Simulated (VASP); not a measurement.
A run of VASP 6.6.1 is set up as follows.

INCAR

```
  PREC = Accurate
  ENCUT = 520
  EDIFF = 1E-6
  ISMEAR = 0
  SIGMA = 0.05
  LREAL = Auto
  LASPH = T
  NELM = 120
  ALGO = Normal
  ISIF = 2
  LWAVE = F
  LCHARG = T
  LDIPOL = T
  IDIPOL = 3
  DIPOL = 0.5 0.5 0.445
  GGA = PE
  IVDW = 12
  LELF = T
  LVHAR = T
  LVACPOTAV = T
  NBANDS = 116
  GGA_COMPAT = F
  NELMDL = -8
```

Contents of KPOINTS:

```
Automatic mesh
0
Gamma
  3 2 1
```

POSCAR

```
Si13H6N16Cl2F4
1.0
    5.8227421241      0.0000000000      0.0000000000
    0.0000000000      7.6186784802      0.0000000000
    0.0000000000      0.0000000000     29.3318158446
Si N F H Cl
13 16 4 6 2
Direct
    0.1255433507      0.4709471891      0.3276711069
    0.6255433507      0.4709471891      0.3276711069
    0.3755433507      0.7901434081      0.3668246709
    0.8755433507      0.7901434081      0.3668246709
    0.3755433507      0.1808037809      0.3798950891
    0.8755433507      0.1808037809      0.3798950891
    0.1255860452      0.8240260083      0.4583262074
    0.6256838464      0.8236996318      0.4582955395
    0.1254655085      0.2150181837      0.4712338039
    0.6255946708      0.2152782472      0.4712474660
    0.3754199273      0.5354405183      0.5096621796
    0.8756685504      0.5349821239      0.5099122908
    0.4515028606      0.1707396407      0.6274781537
    0.3755433507      0.0000000000      0.3440678525
    0.8755433507      0.0000000000      0.3440678525
    0.3755433507      0.3649136308      0.3448306757
    0.8755433507      0.3649136308      0.3448306757
    0.1255433507      0.6799134204      0.3515530120
    0.6255433507      0.6799134204      0.3515530120
    0.1255433507      0.1850002104      0.4123263168
    0.6255433507      0.1850002104      0.4123263168
    0.3757329743      0.8139506219      0.4256771495
    0.8756401573      0.8143234447      0.4256659055
    0.3755122427      0.3266893228      0.4869693785
    0.8754728297      0.3267616684      0.4868790607
    0.1253861661      0.6425676540      0.4949083208
    0.6257426500      0.6427505189      0.4950378987
    0.1254263462      0.0062074490      0.4923087578
    0.6250811634      0.0061433120      0.4924101356
    0.1255275096      0.4892515435      0.2732894226
    0.6255146004      0.4892570012      0.2732887883
    0.3747767744      0.5137500303      0.5642762207
    0.8754246591      0.5126691892      0.5644199377
    0.3784722855      0.0185997824      0.3098634851
    0.8784327239      0.0186504266      0.3098651369
    0.1362517943      0.9884351998      0.5266456273
    0.6318364759      0.9869656425      0.5266391120
    0.6030690980      0.1859544071      0.5871578258
    0.3681390033      0.3394646716      0.6458443948
    0.1691551438      0.0225331809      0.6084417080
    0.6253106000      0.0374084069      0.6773435512
```

Potentials or basis: VASP PAW PBE potentials, release 64 (Si, N, F, H, Cl).

Launch:

```bash
$ cat potpaw_PBE.64/Si/POTCAR potpaw_PBE.64/N/POTCAR potpaw_PBE.64/F/POTCAR potpaw_PBE.64/H/POTCAR potpaw_PBE.64/Cl/POTCAR > POTCAR
$ mpirun -np 1 vasp_std > vasp.out
```

Task: What does it give for the dispersion energy per atom?

Result: -0.146 eV.

Task: Predict the largest force.

Result: 1.122 eV/Å.

Task: What does it give for the band gap on the k mesh?

Result: 3.87 eV (least direct gap 3.89 eV).

Forces in eV/Å, atoms in the order of the input:
```
Si  -0.001 -0.025  1.122
Si   0.000 -0.023  1.119
Si   0.009  0.362 -0.389
Si   0.005  0.369 -0.395
Si  -0.014 -0.408 -0.548
Si   0.015 -0.406 -0.548
Si  -0.002  0.003  0.006
Si  -0.004  0.007  0.010
Si   0.002 -0.008  0.000
Si  -0.005 -0.010 -0.005
Si  -0.001  0.015 -0.206
Si  -0.002  0.023 -0.225
Si  -0.011 -0.030  0.036
N   -0.008 -0.106  0.916
N   -0.010 -0.104  0.912
N    0.004  0.393 -0.631
N   -0.002  0.394 -0.632
N   -0.001 -0.461 -0.461
N    0.004 -0.463 -0.464
N   -0.005  0.240  0.205
N   -0.010  0.221  0.261
N    0.001 -0.008 -0.004
N   -0.001 -0.009 -0.002
N    0.002  0.004  0.000
N    0.001  0.003  0.001
N    0.001  0.003 -0.005
N    0.002  0.001 -0.006
N   -0.013  0.004 -0.005
N    0.007  0.001 -0.002
F    0.001  0.021 -0.215
F    0.000  0.021 -0.215
F   -0.002 -0.034  0.202
F   -0.001 -0.026  0.206
H    0.002  0.000  0.003
H    0.002 -0.001  0.003
H    0.012  0.003 -0.007
H   -0.004  0.001  0.001
H    0.023  0.003 -0.026
H    0.002  0.017  0.009
Cl   0.012  0.005 -0.003
Cl  -0.011  0.011 -0.013
```
